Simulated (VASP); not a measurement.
# SiO2 (rutile type) (P4_2/mnm) in VASP: further runs

Runs on SiO2 (rutile type). Level: PBEsol. Tasks: relaxation of shape and atoms at fixed volume.

All numbers are computed with VASP 6.6.1; they aren't measurements. Logs are shortened: lines on timing, memory, paths and dates and some standing lists are left out, and cuts for length are marked.

### Step 1. The cell of the first run

Symmetry: P4_2/mnm, No. 136, tetragonal system. Conventional cell: a = 3.760 Å, b = 3.760 Å, c = 2.401 Å, α = 90.00°, β = 90.00°, γ = 90.00°. Si (site symmetry mmm) has 6 O at 1.58 to 1.63 Å within 2.1 Å. O (site symmetry m2m) has 3 Si at 1.58 to 1.63 Å and 1 O at 2.06 Å within 2.1 Å.

### Step 2. Relaxation of shape and atoms at fixed volume, PBEsol

The input, INCAR:

```
SYSTEM = SiO2
ALGO = Normal ; EDIFF = 1E-6
EDIFFG = -0.005 ; ENCUT = 600
GGA = PS ; IBRION = 2
ISIF = 4 ; ISMEAR = -1
LASPH = .True. ; LCHARG = .False.
LREAL = .False. ; LWAVE = .False.
NELM = 80 ; NSW = 50
PREC = Accurate ; SIGMA = 0.05
```

The input, KPOINTS:

```
k-points
0
Gamma
  8 8 11
  0 0 0
```

The input, POSCAR:

```
SiO2
1.0
    3.7596776916      0.0000000000      0.0000000000
    0.0000000000      3.7596776916      0.0000000000
    0.0000000000      0.0000000000      2.4005718677
Si O
2 4
Direct
    0.0000000000      0.0000000000      0.0000000000
    0.5000000000      0.5000000000      0.5000000000
    0.3060671464      0.3060671464      0.0000000000
    0.6939328536      0.6939328536      0.0000000000
    0.8060671464      0.1939328536      0.5000000000
    0.1939328536      0.8060671464      0.5000000000
```

Potentials or basis: VASP PAW PBE potentials, release 64 (Si, O).

The run is started by

```bash
cat potpaw_PBE.64/Si/POTCAR potpaw_PBE.64/O/POTCAR > POTCAR
mpirun -np 1 vasp_std > vasp.out
```

OUTCAR:

```text
SYSTEM = SiO2
   EDIFF = 1E-6
   EDIFFG = -0.005
   ENCUT = 600
   GGA = PS
   IBRION = 2
   ISIF = 4
   ISMEAR = -1
   LASPH = .True.
   LREAL = .False.
   NELM = 80
   NSW = 50
   PREC = Accurate

 ion  position               nearest neighbor table
   1  0.000  0.000  0.000-   5 1.58   6 1.58   5 1.58   6 1.58   3 1.63   4 1.63   2 2.92   2 2.92
                             2 2.92   2 2.92   2 2.92   2 2.92   2 2.92   2 2.92
   2  0.500  0.500  0.500-   3 1.58   4 1.58   3 1.58   4 1.58   5 1.63   6 1.63   1 2.92   1 2.92
                             1 2.92   1 2.92   1 2.92   1 2.92   1 2.92   1 2.92
   3  0.306  0.306  0.000-   2 1.58   2 1.58   1 1.63
   4  0.694  0.694  0.000-   2 1.58   2 1.58   1 1.63
   5  0.806  0.194  0.500-   1 1.58   1 1.58   2 1.63
   6  0.194  0.806  0.500-   1 1.58   1 1.58   2 1.63

  LATTYP: Found a simple tetragonal cell.
 ALAT       =     3.7596776916
 C/A-ratio  =     0.6385046976

  Lattice vectors:

 A1 = (   3.7596776916,   0.0000000000,   0.0000000000)
 A2 = (   0.0000000000,   3.7596776916,   0.0000000000)
 A3 = (   0.0000000000,   0.0000000000,   2.4005718677)

Analysis of symmetry for initial positions (statically):
=====================================================================
 Subroutine PRICEL returns:
 Original cell was already a primitive cell.

 Routine SETGRP: Setting up the symmetry group for a
 simple tetragonal supercell.

 Subroutine GETGRP returns: Found 16 space group operations
 (whereof  8 operations were pure point group operations)
 out of a pool of 16 trial point group operations.

The static configuration has the point symmetry D_2h.
 The point group associated with its full space group is D_4h.

Analysis of symmetry for dynamics (positions and initial velocities):
=====================================================================
 Subroutine PRICEL returns:
 Original cell was already a primitive cell.

 Routine SETGRP: Setting up the symmetry group for a
 simple tetragonal supercell.

 Subroutine GETGRP returns: Found 16 space group operations
 (whereof  8 operations were pure point group operations)
 out of a pool of 16 trial point group operations.

The dynamic configuration has the point symmetry D_2h.
 The point group associated with its full space group is D_4h.

 Subroutine INISYM returns: Found 16 space group operations
 (whereof  8 operations are pure point group operations),
 and found     1 'primitive' translations

----------------------------------------------------------------------------------------

                                     Primitive cell

  volume of cell :      33.9325

  direct lattice vectors                    reciprocal lattice vectors
     3.759677692  0.000000000  0.000000000     0.265980247  0.000000000  0.000000000
     0.000000000  3.759677692  0.000000000     0.000000000  0.265980247  0.000000000
     0.000000000  0.000000000  2.400571868     0.000000000  0.000000000  0.416567408

  length of vectors
     3.759677692  3.759677692  2.400571868     0.265980247  0.265980247  0.416567408

  position of ions in fractional coordinates (direct lattice)
     0.000000000  0.000000000  0.000000000
     0.500000000  0.500000000  0.500000000
     0.306067146  0.306067146  0.000000000
     0.693932854  0.693932854  0.000000000
     0.806067146  0.193932854  0.500000000
     0.193932854  0.806067146  0.500000000

  ion indices of the primitive-cell ions
   primitive index   ion index
                 1           1
                 2           2
                 3           3
                 4           4
                 5           5
                 6           6

----------------------------------------------------------------------------------------

 KPOINTS: k-points

Automatic generation of k-mesh.
 Grid dimensions read from file:
 generate k-points for:    8    8   11

 Generating k-lattice:

  Cartesian coordinates                     Fractional coordinates (reciprocal lattice)
     0.033247531  0.000000000  0.000000000     0.125000000  0.000000000  0.000000000
     0.000000000  0.033247531  0.000000000     0.000000000  0.125000000  0.000000000
     0.000000000  0.000000000  0.037869764     0.000000000  0.000000000  0.090909091

  Length of vectors
     0.033247531  0.033247531  0.037869764

  Shift w.r.t. Gamma in fractional coordinates (k-lattice)
     0.000000000  0.000000000  0.000000000

 Subroutine IBZKPT returns following result:
 ===========================================

 Found     90 irreducible k-points:

 Following reciprocal coordinates:
            Coordinates               Weight
  0.000000  0.000000  0.000000      1.000000
  0.125000  0.000000  0.000000      4.000000
  0.250000  0.000000  0.000000      4.000000
  0.375000  0.000000  0.000000      4.000000
  0.500000  0.000000  0.000000      2.000000
  0.125000  0.125000  0.000000      4.000000
[... 16 lines left out ...]
  0.375000  0.125000  0.090909     16.000000
  0.500000  0.125000  0.090909      8.000000
 [... further k-points ...]
   k-points           NKPTS =     90   k-points in BZ     NKDIM =     90   number of bands    NBANDS=     20
   number of dos      NEDOS =    301   number of ions     NIONS =      6
   total plane-waves  NPLWV =  18000
   dimension x,y,z NGX =    30 NGY =   30 NGZ =   20
   dimension x,y,z NGXF=    60 NGYF=   60 NGZF=   40
   ions per type =               2   4
   NGX,Y,Z   is equivalent  to a cutoff of  13.27, 13.27, 13.85 a.u.
   NGXF,Y,Z  is equivalent  to a cutoff of  26.53, 26.53, 27.70 a.u.
 SYSTEM =  SiO2
   PREC   = accura    normal or accurate (medium, high low for compatibility)
   ISTART =      0    job   : 0-new  1-cont  2-samecut
   ICHARG =      2    charge: 1-file 2-atom 10-const
   ISPIN  =      1    spin polarized calculation?
   LNONCOLLINEAR =      F non collinear calculations
   LSORBIT =      F    spin-orbit coupling
   LASPH  =      T    aspherical Exc in radial PAW
   ENCUT  =  600.0 eV  44.10 Ry    6.64 a.u.   7.51  7.51  4.79*2*pi/ulx,y,z
   NELM   =     80;   NELMIN=  2; NELMDL= -5     # of ELM steps
   EDIFF  = 0.1E-05   stopping-criterion for ELM
   LREAL  =      F    real-space projection
   EDIFFG = -.5E-02   stopping-criterion for IOM
   NSW    =     50    number of steps for IOM
   IBRION =      2    ionic relax: 0-MD 1-quasi-New 2-CG
   NFREE  =      1    steps in history (QN), initial steepest desc. (CG)
   ISIF   =      4    stress and relaxation
   ISYM   =      2    0-nonsym 1-usesym 2-fastsym
   POTIM  = 0.5000    time-step for ionic-motion
   TEBEG  =    0.0;   TEEND  =   0.0 temperature during run
   PSTRESS=    0.0 pullay stress
   NELECT =      32.0000    total number of electrons
   NUPDOWN=      -1.0000    fix difference up-down
   EMIN   =  10.00;   EMAX   =-10.00  energy-range for DOS
   EFERMI =   0.00;   METHOD = LEGACY
   ISMEAR =    -1;   SIGMA  =   0.05  broadening in eV -4-tet -1-fermi 0-gaus
   EFERMI_NEDOS =   21; number of points for ismear=-14 and -15
   IALGO  =     38    algorithm
   IMIX   =      4    mixing-type and parameters
     AMIX     =   0.40;   BMIX     =  1.00
     AMIX_MAG =   1.60;   BMIX_MAG =  1.00
  volume/ion in A,a.u.               =       5.66        38.16
  Fermi-wavevector in a.u.,A,eV,Ry     =   1.605411  3.033786 35.066891  2.577344
  Thomas-Fermi vector in A             =   2.701761
   LORBIT       =      0    0 simple, 1 ext, 2 COOP (PROOUT), +10 PAW based schemes
   GGA     = PS    functional components
   LHFCALC =     F    Hartree Fock is set to
   AEXX    =    0.0000 exact exchange contribution
   IVDW    =     0    specifies the selected vdW correction
   LEPSILON=     F    determine dielectric tensor
   LRPA    =     F    only Hartree local field effects (RPA)
 conjugate gradient relaxation of ions
 non-spin polarized calculation
  energy-cutoff  :      600.00
  volume of cell :       33.93
 maximum number of plane-waves:      1154
   NGX = 15   NGY = 15   NGZ =  9

--------------------------------------- Ionic step        1  -------------------------------------------

 number of electron      32.0000011 magnetization

 Free energy of the ion-electron system (eV)
  ---------------------------------------------------
  ext. energy  EPLUGINS =         0.00000000
  ---------------------------------------------------
  free energy    TOTEN  =       -42.48463098 eV

  energy without entropy =      -42.48463098  energy(sigma->0) =      -42.48463098

------------------------ aborting loop because EDIFF is reached ----------------------------------------

  FORCE on cell =-STRESS in cart. coord.  units (eV):
  Direction    XX          YY          ZZ          XY          YZ          ZX
  --------------------------------------------------------------------------------------
  -------------------------------------------------------------------------------------
  Total       40.6215017     40.6215017     49.3994438      0.0000000      0.0000000      0.0000000
  in kB     1918.0088808   1918.0088808   2332.4733941      0.0000000      0.0000000      0.0000000
  external PRESSURE =    2056.1637185 kB  Pullay stress =       0.0000000 kB
[... 265 lines left out ...]
  energy  without entropy=      -42.7886659419  energy(sigma->0) =      -42.78866594

--------------------------------------- Ionic step        8  -------------------------------------------

 number of electron      31.9999978 magnetization

 Free energy of the ion-electron system (eV)
  ---------------------------------------------------
  ext. energy  EPLUGINS =         0.00000000
  ---------------------------------------------------
  free energy    TOTEN  =       -42.78877037 eV

  energy without entropy =      -42.78877037  energy(sigma->0) =      -42.78877037

 E-fermi :  14.2334     XC(G=0): -14.2741

 val. band max:       13.3020744055   @ k =   0.0000   0.0000   0.0000
 cond. band min:      20.1507228777   @ k =   0.0000   0.0000   0.0000
 fundamental gap:      6.8486484723
 Fermi energy:        14.2334027284

 k-point     1 :       0.0000    0.0000    0.0000
  band No.  band energies     occupation
      1     -13.1195      2.00000
      2      -7.6193      2.00000
      3      -7.6193      2.00000
      4      -6.7046      2.00000
      5      -0.1820      2.00000
      6       3.5533      2.00000
[... 12 lines left out ...]
     19      23.7758      0.00000
[... 513 lines left out ...]
      4      -6.8464      2.00000
      5       1.7313      2.00000
      6       1.7313      2.00000
[... 12 lines left out ...]
     19      25.8012      0.00000
     20      25.8012      0.00000

 [... further k-points ...]

------------------------ aborting loop because EDIFF is reached ----------------------------------------

  FORCE on cell =-STRESS in cart. coord.  units (eV):
  Direction    XX          YY          ZZ          XY          YZ          ZX
  --------------------------------------------------------------------------------------
  -------------------------------------------------------------------------------------
  Total       42.0505145     42.0505145     42.0488712      0.0000000      0.0000000      0.0000000
  in kB     1985.4819964   1985.4819964   1985.4044056      0.0000000      0.0000000      0.0000000
  external PRESSURE =    1985.4561328 kB  Pullay stress =       0.0000000 kB
[... 21 lines left out ...]
  FREE ENERGIE OF THE ION-ELECTRON SYSTEM (eV)
  ---------------------------------------------------
  free  energy   TOTEN  =       -42.7887703749 eV

  energy  without entropy=      -42.7887703749  energy(sigma->0) =      -42.78877037

 reached required accuracy - stopping structural energy minimisation
```

Wall time 1.8 min (1 thread of Intel Xeon 6975P-C (Granite Rapids), shared host); peak memory 0.18 GiB.

Results:

```
Free energy               : -42.7888 eV
Energy gained by relaxing : 50.7 meV/atom
Ionic steps               : 8
Pressure after relaxing   : 198.5 GPa
Band gap on the k mesh    : 6.85 eV
```

The path:
```tsv
step	energy change (eV)	largest force (eV/Å)	pressure (GPa)	volume (Å³)
1	0.0000	3.2645	205.62	33.93
2	2.6771	11.3164	220.56	33.93
3	-0.2995	0.0609	198.55	33.93
4	-0.2996	0.1336	198.46	33.93
5	-0.3039	0.0036	198.53	33.93
6	-0.3041	0.0259	198.53	33.93
7	-0.3040	0.0635	198.62	33.93
8	-0.3041	0.0018	198.55	33.93
```

Final structure:
```xyz
6
Lattice="3.7266 0.0000 0.0000 0.0000 3.7266 0.0000 0.0000 0.0000 2.4434" Properties=species:S:1:pos:R:3 pbc="T T T"
Si    0.0000    0.0000    0.0000
Si    1.8633    1.8633    1.2217
O     1.1162    1.1162    0.0000
O     2.6104    2.6104    0.0000
O     2.9795    0.7471    1.2217
O     0.7471    2.9795    1.2217
```

Levels at points of the mesh, in eV from the valence-band top:
```csv
k point,band 13,band 14,band 15,band 16,band 17,band 18,band 19,band 20
"(0.00, 0.00, 0.00)",-2.62,-1.13,-1.13,0.00,6.85,10.47,10.47,11.18
"(0.50, 0.00, 0.00)",-3.46,-3.46,-1.37,-1.37,9.89,9.89,12.00,12.00
"(0.50, 0.50, 0.00)",-3.92,-3.92,-3.54,-3.54,10.38,10.38,12.81,12.81
```

Caveat: the PAW data sets were made with another functional, which shifts forces and pressure a little.

### Step 3. Relaxation of shape and atoms at fixed volume, PBEsol

This run uses another cell than the first one, of 6.28 Å³/atom.

The input, INCAR:

```
SYSTEM = SiO2
  PREC = Accurate
  ENCUT = 600
  EDIFF = 1E-6
  ISMEAR = -1
  SIGMA = 0.05
  LREAL = .False.
  LASPH = .True.
  NELM = 60
  ALGO = Normal
  ISIF = 4
  LWAVE = .False.
  LCHARG = .False.
  GGA = PS
  IBRION = 2
  NSW = 50
  EDIFFG = -0.005
```

The input, KPOINTS:

```
regular mesh
0
Gamma
  8 8 11
  0 0 0
```

POSCAR, as its differences from that of step 2:

```diff
@@ -2,5 +2,5 @@
 1.0
-    3.7596776916      0.0000000000      0.0000000000
-    0.0000000000      3.7596776916      0.0000000000
-    0.0000000000      0.0000000000      2.4005718677
+    3.8940642450      0.0000000000      0.0000000000
+    0.0000000000      3.8940642450      0.0000000000
+    0.0000000000      0.0000000000      2.4863783134
 Si O
```

Potentials or basis: VASP PAW PBE potentials, release 64 (Si, O).

The run is started by

```bash
cat potpaw_PBE.64/Si/POTCAR potpaw_PBE.64/O/POTCAR > POTCAR
mpirun -np 1 vasp_std > vasp.out
```

Wall time 87 s (1 thread of Intel Xeon 6975P-C (Granite Rapids), shared host); peak memory 0.19 GiB.

The run converged. Its results:

* Free energy: -46.3441 eV
* Energy gained by relaxing: 27.0 meV/atom
* Ionic steps: 8
* Pressure after relaxing: 108.3 GPa
* Band gap on the k mesh: 6.77 eV

Step by step:
| step | energy change (eV) | largest force (eV/Å) | pressure (GPa) | volume (Å³) |
| --- | --- | --- | --- | --- |
| 1 | 0.0000 | 1.9863 | 113.34 | 37.70 |
| 2 | 0.4398 | 4.1915 | 109.36 | 37.70 |
| 3 | -0.1576 | 0.0883 | 108.40 | 37.70 |
| 4 | -0.1576 | 0.1313 | 108.32 | 37.70 |
| 5 | -0.1617 | 0.0019 | 108.30 | 37.70 |
| 6 | -0.1619 | 0.0251 | 108.31 | 37.70 |
| 7 | -0.1619 | 0.0385 | 108.40 | 37.70 |
| 8 | -0.1619 | 0.0015 | 108.34 | 37.70 |

Final structure:
```
Si O
1.0
     3.86295    0.00000    0.00000
     0.00000    3.86295    0.00000
     0.00000    0.00000    2.52659
Si O
2 4
Direct
  0.00000 0.00000 0.00000
  0.50000 0.50000 0.50000
  0.30073 0.30073 0.00000
  0.69927 0.69927 0.00000
  0.80073 0.19927 0.50000
  0.19927 0.80073 0.50000
```

Levels at points of the mesh, in eV from the valence-band top:
| k point | band 14 | band 15 | band 16 | band 17 | band 18 | band 19 |
| --- | --- | --- | --- | --- | --- | --- |
| (0.00, 0.00, 0.00) | -1.05 | -1.05 | 0.00 | 6.77 | 9.47 | 9.63 |
| (0.50, 0.00, 0.00) | -3.20 | -1.26 | -1.26 | 9.41 | 9.41 | 10.78 |
| (0.50, 0.50, 0.00) | -3.56 | -3.07 | -3.07 | 9.53 | 9.53 | 11.77 |

Caveat: the PAW data sets were made with another functional, which shifts forces and pressure a little. A k mesh can miss the band edges.
